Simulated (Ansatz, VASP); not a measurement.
# Pd in VASP and in Ansatz

```xyz
1
Lattice="0.0000 1.9721 1.9721 1.9721 0.0000 1.9721 1.9721 1.9721 0.0000" Properties=species:S:1:pos:R:3 pbc="T T T"
Pd    0.0000    0.0000    0.0000
```

Alike in both runs: task single point; functional revPBE; k mesh 10 × 10 × 10; no spin polarisation.

|  | VASP | Ansatz |
| --- | --- | --- |
| version | VASP 6.6.1 | Ansatz 0.2.0 |
| potentials or method | VASP PAW PBE potentials, release 64 (Pd) | plane waves, norm-conserving potentials |
| plane-wave cutoff (eV) | 520 | 1116 |
| occupations | methfessel-paxton of order 1, width 0.1 eV | methfessel-paxton of order 1 |
| valence electrons in the cell | 10 | 18 |

```tsv
	VASP	Ansatz	Ansatz less VASP
pressure (GPa)	2.5	2.6	+0.15
```

VASP's potentials were made for PBE, not for revPBE. VASP's potentials hold 10 valence electrons a cell and Ansatz's 18, so a difference there can come from the potentials and not from the codes. Ansatz's warnings: stress scf threshold loose.
